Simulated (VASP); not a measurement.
# HgW (Pm-3m) in VASP: notebook

The runs below take HgW through single point, relaxation of cell and atoms, with PBE.

Everything below comes from runs of VASP 6.6.1. Logs are shortened: lines on timing, memory, paths and dates and some standing lists are left out, and cuts for length are marked.

### Step 1. The cell of the first run

It takes space group Pm-3m (No. 221, cubic). Conventional cell: a = 3.291 Å, b = 3.291 Å, c = 3.291 Å, α = 90.00°, β = 90.00°, γ = 90.00°. Within 3.8 Å of Hg (site symmetry m-3m) lie 8 W at 2.85 Å and 6 Hg at 3.29 Å. Within 3.8 Å of W (site symmetry m-3m) lie 8 Hg at 2.85 Å and 6 W at 3.29 Å.

### Step 2. Single point, PBE

Contents of INCAR:

```
SYSTEM = HgW
ALGO = Fast
EDIFF = 1E-6
ENCUT = 520
GGA = PE
ISIF = 2
ISMEAR = 0
LASPH = .TRUE.
LCHARG = .TRUE.
LELF = .TRUE.
LREAL = .FALSE.
LVHAR = .TRUE.
LWAVE = .FALSE.
NBANDS = 20
NELM = 100
PREC = Accurate
SIGMA = 0.1
```

Contents of KPOINTS:

```
k-points
0
G
  6 6 6
  0 0 0
```

Contents of POSCAR:

```
HgW
1.0
    3.2908653831      0.0000000000      0.0000000000
    0.0000000000      3.2908653831      0.0000000000
    0.0000000000      0.0000000000      3.2908653831
Hg W
1 1
Direct
    0.0000000000      0.0000000000      0.0000000000
    0.5000000000      0.5000000000      0.5000000000
```

Potentials or basis: VASP PAW PBE potentials, release 64 (Hg, W_sv).

Started as:

```
cat potpaw_PBE.64/Hg/POTCAR potpaw_PBE.64/W_sv/POTCAR > POTCAR
mpirun -np 1 vasp_std > vasp.out
```

OUTCAR:

```text
SYSTEM = HgW
   EDIFF = 1E-6
   ENCUT = 520
   GGA = PE
   ISIF = 2
   ISMEAR = 0
   LASPH = .TRUE.
   LREAL = .FALSE.
   NELM = 100
   PREC = Accurate

 ion  position               nearest neighbor table
   1  0.000  0.000  0.000-   2 2.85   2 2.85   2 2.85   2 2.85   2 2.85   2 2.85   2 2.85   2 2.85

   2  0.500  0.500  0.500-   1 2.85   1 2.85   1 2.85   1 2.85   1 2.85   1 2.85   1 2.85   1 2.85

  LATTYP: Found a simple cubic cell.
 ALAT       =     3.2908653831

  Lattice vectors:

 A1 = (   3.2908653831,   0.0000000000,   0.0000000000)
 A2 = (   0.0000000000,   3.2908653831,   0.0000000000)
 A3 = (   0.0000000000,   0.0000000000,   3.2908653831)

Analysis of symmetry for initial positions (statically):
=====================================================================
 Subroutine PRICEL returns:
 Original cell was already a primitive cell.

 Routine SETGRP: Setting up the symmetry group for a
 simple cubic supercell.

 Subroutine GETGRP returns: Found 48 space group operations
 (whereof 48 operations were pure point group operations)
 out of a pool of 48 trial point group operations.

The static configuration has the point symmetry O_h .

Analysis of symmetry for dynamics (positions and initial velocities):
=====================================================================
 Subroutine PRICEL returns:
 Original cell was already a primitive cell.

 Routine SETGRP: Setting up the symmetry group for a
 simple cubic supercell.

 Subroutine GETGRP returns: Found 48 space group operations
 (whereof 48 operations were pure point group operations)
 out of a pool of 48 trial point group operations.

The dynamic configuration has the point symmetry O_h .

 Subroutine INISYM returns: Found 48 space group operations
 (whereof 48 operations are pure point group operations),
 and found     1 'primitive' translations

----------------------------------------------------------------------------------------

                                     Primitive cell

  volume of cell :      35.6394

  direct lattice vectors                    reciprocal lattice vectors
     3.290865383  0.000000000  0.000000000     0.303871439  0.000000000  0.000000000
     0.000000000  3.290865383  0.000000000     0.000000000  0.303871439  0.000000000
     0.000000000  0.000000000  3.290865383     0.000000000  0.000000000  0.303871439

  length of vectors
     3.290865383  3.290865383  3.290865383     0.303871439  0.303871439  0.303871439

  position of ions in fractional coordinates (direct lattice)
     0.000000000  0.000000000  0.000000000
     0.500000000  0.500000000  0.500000000

  ion indices of the primitive-cell ions
   primitive index   ion index
                 1           1
                 2           2

----------------------------------------------------------------------------------------

 KPOINTS: k-points

Automatic generation of k-mesh.
 Grid dimensions read from file:
 generate k-points for:    6    6    6

 Generating k-lattice:

  Cartesian coordinates                     Fractional coordinates (reciprocal lattice)
     0.050645240  0.000000000  0.000000000     0.166666667  0.000000000  0.000000000
     0.000000000  0.050645240  0.000000000     0.000000000  0.166666667  0.000000000
     0.000000000  0.000000000  0.050645240     0.000000000  0.000000000  0.166666667

  Length of vectors
     0.050645240  0.050645240  0.050645240

  Shift w.r.t. Gamma in fractional coordinates (k-lattice)
     0.000000000  0.000000000  0.000000000

 Subroutine IBZKPT returns following result:
 ===========================================

 Found     20 irreducible k-points:

 Following reciprocal coordinates:
            Coordinates               Weight
  0.000000  0.000000  0.000000      1.000000
  0.166667  0.000000  0.000000      6.000000
  0.333333  0.000000  0.000000      6.000000
  0.500000  0.000000  0.000000      3.000000
  0.166667  0.166667  0.000000     12.000000
  0.333333  0.166667  0.000000     24.000000
[... 12 lines left out ...]
  0.500000  0.500000  0.333333      6.000000
  0.500000  0.500000  0.500000      1.000000
   k-points           NKPTS =     20   k-points in BZ     NKDIM =     20   number of bands    NBANDS=     20
   number of dos      NEDOS =    301   number of ions     NIONS =      2
   total plane-waves  NPLWV =  13824
   dimension x,y,z NGX =    24 NGY =   24 NGZ =   24
   dimension x,y,z NGXF=    48 NGYF=   48 NGZF=   48
   ions per type =               1   1
   NGX,Y,Z   is equivalent  to a cutoff of  12.12, 12.12, 12.12 a.u.
   NGXF,Y,Z  is equivalent  to a cutoff of  24.25, 24.25, 24.25 a.u.
 SYSTEM =  HgW
   PREC   = accura    normal or accurate (medium, high low for compatibility)
   ISTART =      0    job   : 0-new  1-cont  2-samecut
   ICHARG =      2    charge: 1-file 2-atom 10-const
   ISPIN  =      1    spin polarized calculation?
   LNONCOLLINEAR =      F non collinear calculations
   LSORBIT =      F    spin-orbit coupling
   LASPH  =      T    aspherical Exc in radial PAW
   ENCUT  =  520.0 eV  38.22 Ry    6.18 a.u.   6.12  6.12  6.12*2*pi/ulx,y,z
   NELM   =    100;   NELMIN=  2; NELMDL= -5     # of ELM steps
   EDIFF  = 0.1E-05   stopping-criterion for ELM
   LREAL  =      F    real-space projection
   EDIFFG = 0.1E-04   stopping-criterion for IOM
   NSW    =      0    number of steps for IOM
   IBRION =     -1    ionic relax: 0-MD 1-quasi-New 2-CG
   NFREE  =      0    steps in history (QN), initial steepest desc. (CG)
   ISIF   =      2    stress and relaxation
   ISYM   =      2    0-nonsym 1-usesym 2-fastsym
   POTIM  = 0.5000    time-step for ionic-motion
   TEBEG  =    0.0;   TEEND  =   0.0 temperature during run
   PSTRESS=    0.0 pullay stress
   NELECT =      26.0000    total number of electrons
   NUPDOWN=      -1.0000    fix difference up-down
   EMIN   =  10.00;   EMAX   =-10.00  energy-range for DOS
   EFERMI =   0.00;   METHOD = LEGACY
   ISMEAR =     0;   SIGMA  =   0.10  broadening in eV -4-tet -1-fermi 0-gaus
   EFERMI_NEDOS =   21; number of points for ismear=-14 and -15
   IALGO  =     68    algorithm
   IMIX   =      4    mixing-type and parameters
     AMIX     =   0.40;   BMIX     =  1.00
     AMIX_MAG =   1.60;   BMIX_MAG =  1.00
  volume/ion in A,a.u.               =      17.82       120.25
  Fermi-wavevector in a.u.,A,eV,Ry     =   1.473746  2.784975 29.550845  2.171926
  Thomas-Fermi vector in A             =   2.588601
   LORBIT       =      0    0 simple, 1 ext, 2 COOP (PROOUT), +10 PAW based schemes
   GGA     = PE    functional components
   LHFCALC =     F    Hartree Fock is set to
   AEXX    =    0.0000 exact exchange contribution
   IVDW    =     0    specifies the selected vdW correction
   LEPSILON=     F    determine dielectric tensor
   LRPA    =     F    only Hartree local field effects (RPA)
 non-spin polarized calculation
 RMM-DIIS sequential band-by-band and
 Gauss-broadening in eV      SIGMA  =   0.10
  energy-cutoff  :      520.00
  volume of cell :       35.64
 maximum number of plane-waves:       976
   NGX = 13   NGY = 13   NGZ = 13

 number of electron      26.0000003 magnetization

 Free energy of the ion-electron system (eV)
  ---------------------------------------------------
  ext. energy  EPLUGINS =         0.00000000
  ---------------------------------------------------
  free energy    TOTEN  =       -10.69288938 eV

  energy without entropy =      -10.68353445  energy(sigma->0) =      -10.68821191

 E-fermi :   7.4058     XC(G=0): -12.7632

 val. band max:        7.3944971271   @ k =   0.5000   0.5000   0.5000
 cond. band min:       7.4083552335   @ k =   0.3333   0.1667   0.0000
 fundamental gap:      0.0138581063
 Fermi energy:         7.4057666352

 k-point     1 :       0.0000    0.0000    0.0000
  band No.  band energies     occupation
      1     -66.7204      2.00000
      2     -30.8326      2.00000
      3     -30.8326      2.00000
      4     -30.8326      2.00000
      5      -2.9101      2.00000
      6      -1.2260      2.00000
[... 12 lines left out ...]
     19      17.3219      0.00000
     20      22.6722      0.00000

 k-point     2 :       0.1667    0.0000    0.0000
  band No.  band energies     occupation
      1     -66.7191      2.00000
      2     -30.8709      2.00000
      3     -30.8303      2.00000
      4     -30.8303      2.00000
      5      -2.3979      2.00000
      6      -1.1187      2.00000
[... 12 lines left out ...]
     19      19.1378      0.00000
     20      21.3421      0.00000

 k-point     3 :       0.3333    0.0000    0.0000
  band No.  band energies     occupation
      1     -66.7166      2.00000
      2     -30.9465      2.00000
      3     -30.8256      2.00000
      4     -30.8256      2.00000
      5      -1.2231      2.00000
      6      -0.8858      2.00000
[... 12 lines left out ...]
     19      19.4718      0.00000
     20      20.2840      0.00000

 k-point     4 :       0.5000    0.0000    0.0000
  band No.  band energies     occupation
      1     -66.7153      2.00000
      2     -30.9840      2.00000
      3     -30.8233      2.00000
      4     -30.8233      2.00000
      5      -0.7584      2.00000
      6      -0.7496      2.00000
[... 12 lines left out ...]
     19      20.5207      0.00000
     20      21.0323      0.00000

 k-point     5 :       0.1667    0.1667    0.0000
  band No.  band energies     occupation
      1     -66.7179      2.00000
      2     -30.8701      2.00000
      3     -30.8653      2.00000
      4     -30.8277      2.00000
      5      -1.9564      2.00000
      6      -0.9645      2.00000
[... 12 lines left out ...]
     19      20.5366      0.00000
     20      22.2909      0.00000
[... 261 lines left out ...]
      6      -0.5668      2.00000
[... 12 lines left out ...]
     19      15.6638      0.00000
     20      18.8296      0.00000

 k-point    18 :       0.5000    0.3333    0.3333
  band No.  band energies     occupation
      1     -66.7083      2.00000
      2     -30.9578      2.00000
      3     -30.9202      2.00000
      4     -30.9187      2.00000
      5      -0.9468      2.00000
      6      -0.6231      2.00000
[... 12 lines left out ...]
     19      16.2189      0.00000
     20      17.1067      0.00000

 k-point    19 :       0.5000    0.5000    0.3333
  band No.  band energies     occupation
      1     -66.7072      2.00000
      2     -30.9546      2.00000
      3     -30.9546      2.00000
      4     -30.9167      2.00000
      5      -0.8939      2.00000
      6      -0.6681      2.00000
[... 12 lines left out ...]
     19      17.1614      0.00000
     20      17.3082      0.00000

 k-point    20 :       0.5000    0.5000    0.5000
  band No.  band energies     occupation
      1     -66.7060      2.00000
      2     -30.9522      2.00000
      3     -30.9522      2.00000
      4     -30.9522      2.00000
      5      -0.7076      2.00000
      6      -0.7076      2.00000
[... 12 lines left out ...]
     19      13.8142      0.00000
     20      17.0153      0.00000

------------------------ aborting loop because EDIFF is reached ----------------------------------------

  FORCE on cell =-STRESS in cart. coord.  units (eV):
  Direction    XX          YY          ZZ          XY          YZ          ZX
  --------------------------------------------------------------------------------------
  -------------------------------------------------------------------------------------
  Total        0.2848190      0.2848190      0.2848190      0.0000000      0.0000000      0.0000000
  in kB       12.8041040     12.8041040     12.8041040      0.0000000      0.0000000      0.0000000
  external PRESSURE =      12.8041040 kB  Pullay stress =       0.0000000 kB

 VOLUME and BASIS-vectors are now :
 -----------------------------------------------------------------------------
  energy-cutoff  :      520.00
  volume of cell :       35.64
      direct lattice vectors                 reciprocal lattice vectors
     3.290865383  0.000000000  0.000000000     0.303871439  0.000000000  0.000000000
     0.000000000  3.290865383  0.000000000     0.000000000  0.303871439  0.000000000
     0.000000000  0.000000000  3.290865383     0.000000000  0.000000000  0.303871439

 POSITION                                       TOTAL-FORCE (eV/Angst)
 -----------------------------------------------------------------------------------
      0.00000      0.00000      0.00000         0.000000      0.000000      0.000000
      1.64543      1.64543      1.64543         0.000000      0.000000      0.000000
 -----------------------------------------------------------------------------------
    total drift:                                0.000000      0.000000     -0.000000

  FREE ENERGIE OF THE ION-ELECTRON SYSTEM (eV)
  ---------------------------------------------------
  free  energy   TOTEN  =       -10.6928893787 eV

  energy  without entropy=      -10.6835344477  energy(sigma->0) =      -10.68821191
```

It took 5.7 s on 1 thread of AMD EPYC 9R45 (Zen 5), shared host; peak memory 0.12 GiB.

What came out:

- Free energy: -10.6929 eV
- Pressure: 1.3 GPa
- Band gap on the k mesh: zero (bands 13 and 14 overlap by 2.65 eV)

Levels at points of the mesh, in eV from the Fermi level:
```tsv
k point	band 10	band 11	band 12	band 13	band 14	band 15	band 16	band 17
(0.00, 0.00, 0.00)	-7.33	-1.19	-1.19	1.95	1.95	1.95	5.65	5.65
(0.50, 0.00, 0.00)	-5.80	-4.91	-2.08	-0.70	-0.70	1.40	2.92	11.39
(0.50, 0.50, 0.00)	-4.63	-1.09	-1.09	-0.72	1.44	1.44	2.76	5.44
(0.50, 0.50, 0.50)	-3.54	-3.54	-3.54	-0.01	2.88	2.88	6.01	6.41
```

Caveat: spin-orbit coupling is left out, which moves the levels of the heavy elements.

[end of part 1 of 2]

The gap in the log of VASP goes by the Fermi energy; the results here count the filled bands.